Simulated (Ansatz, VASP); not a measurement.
## La2O3 in VASP and in Ansatz

```
CELL_PARAMETERS angstrom
0.00097 0.00293 -3.28603
3.18512 -5.52709 0.00404
-9.55695 -5.52815 0.00792
ATOMIC_POSITIONS crystal
La 0.49974 0.50075 0.83337
La 0.50050 0.99888 0.33322
La 0.49883 0.00109 0.66671
La 0.50110 0.49926 0.16673
O 0.99906 0.75122 0.75043
O 0.00086 0.24894 0.24980
O 0.00029 0.49993 0.99993
O 0.99964 0.99976 0.50001
O 0.99915 0.25119 0.74972
O 0.00084 0.74897 0.25009
```

Change from the starting cell: cell x2, atoms moved at random (sigma 0.15 Å) and cell strained at random (1.5 %), then relaxed without symmetry.

Alike in both runs: functional PBE; k mesh 4 × 2 × 2; occupations gaussian, width 0.1 eV; no spin polarisation.

Ansatz relaxed the structure, and its values are those at the end. VASP's run is a single point on that final structure, the one shown.

```csv
,VASP,Ansatz
version,VASP 6.6.1,Ansatz 0.2.0
potentials or method,"VASP PAW PBE potentials, release 64 (La, O), cutoff 520 eV","scalar-relativistic, plane waves, PAW"
valence electrons in the cell,80,80
```

```tsv
	VASP	Ansatz	Ansatz less VASP
gap on the k mesh at the Fermi level (eV)	1.64	1.62	-0.013
least direct gap on the mesh (eV)	2.07	2.07	-0.001
pressure (GPa)	-0.3	-0.1	+0.21
rms of the force components (eV/Å)	0.005	0.006	+0.0001
```

The k mesh is coarse, so the values compare programs but aren't converged. Spin-orbit coupling is off throughout.
